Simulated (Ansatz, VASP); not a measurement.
BaTiO3: VASP beside Ansatz

```
Ba Ti O
1.0
     3.99587    0.00000    0.00000
     0.00000    3.99587    0.00000
     0.00000    0.00000    3.99587
Ba Ti O
1 1 3
Direct
  0.50000 0.50000 0.50000
  0.00000 0.00000 0.00000
  0.50000 0.00000 0.00000
  0.00000 0.50000 0.00000
  0.00000 0.00000 0.50000
```

Alike in both runs: functional PBE; dispersion D4; k mesh 6 × 6 × 6; occupations fermi-dirac, width 0.02 eV; no spin polarisation.

Ansatz relaxed the structure, and its values are those at the end. VASP's run is a single point on that final structure, the one shown.

```csv
,VASP,Ansatz
version,VASP 6.6.1,Ansatz 0.2.0
potentials or method,"VASP PAW PBE potentials, release 64 (Ba_sv, Ti_sv, O), cutoff 520 eV","plane waves, PAW"
valence electrons in the cell,40,40
```

|  | VASP | Ansatz | Ansatz less VASP |
| --- | --- | --- | --- |
| pressure (GPa) | 1.9 | 0.0 | -1.82 |

Neither program's run includes spin-orbit coupling.
